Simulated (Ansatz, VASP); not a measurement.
## Two plane-wave programs on Rb

```
Rb
1.0
     0.00000    3.63988    3.63988
     3.63988    0.00000    3.63988
     3.63988    3.63988    0.00000
Rb
1
Direct
  0.00000 0.00000 0.00000
```

Alike in both runs: functional r2SCAN; k mesh 14 × 14 × 14; occupations gaussian, width 0.1 eV; no spin polarisation.

Ansatz relaxed the structure, and its values are those at the end. VASP's run is a single point on that final structure, the one shown.

|  | VASP | Ansatz |
| --- | --- | --- |
| version | VASP 6.6.1 | Ansatz 0.2.0 |
| potentials or method | VASP PAW PBE potentials, release 64 (Rb_sv), cutoff 520 eV | scalar-relativistic, plane waves, PAW |
| valence electrons in the cell | 9 | 9 |

```tsv
	VASP	Ansatz	Ansatz less VASP
gap on the k mesh at the Fermi level (eV)	none	none	-
pressure (GPa)	0.0	0.0	-0.01
```

VASP's potentials were made for PBE, not for r2SCAN. A gap of «none» marks a metal or a gap that the smearing closes. The functional is the same, so the differences come from potentials, cutoffs and numerics.
